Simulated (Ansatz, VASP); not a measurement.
# Two plane-wave programs on BeSe3

```
CELL_PARAMETERS angstrom
11.81485 0.00000 0.00000
-5.90743 10.23196 0.00000
0.00000 0.00000 2.56466
ATOMIC_POSITIONS crystal
Be 0.66667 0.33333 0.25000
Be 0.33333 0.66667 0.75000
Se 0.46851 0.23426 0.75000
Se 0.76574 0.23426 0.75000
Se 0.76574 0.53149 0.75000
Se 0.53149 0.76574 0.25000
Se 0.23426 0.76574 0.25000
Se 0.23426 0.46851 0.25000
```

Change from the starting cell: species swapped into the Nd3Cd type (P6_3/mmc, No. 194).

Alike in both runs: functional PBE; k mesh 3 × 3 × 12; occupations gaussian, width 0.1 eV; no spin polarisation.

Ansatz relaxed the structure, and its values are those at the end. VASP's run is a single point on that final structure, the one shown.

|  | VASP | Ansatz |
| --- | --- | --- |
| version | VASP 6.6.1 | Ansatz 0.2.0 |
| potentials or method | VASP PAW PBE potentials, release 64 (Be, Se), cutoff 520 eV | scalar-relativistic, plane waves, PAW |
| valence electrons in the cell | 40 | 100 |

```tsv
	VASP	Ansatz	Ansatz less VASP
gap on the k mesh at the Fermi level (eV)	none	none	-
pressure (GPa)	0.0	0.0	-0.04
rms of the force components (eV/Å)	0.004	0.000	-0.0033
```

A gap of «none» marks a metal or a gap that the smearing closes. The functional is the same, so the differences come from potentials, cutoffs and numerics. VASP's potentials hold 40 valence electrons a cell and Ansatz's 100, so a difference there can come from the potentials and not from the codes.
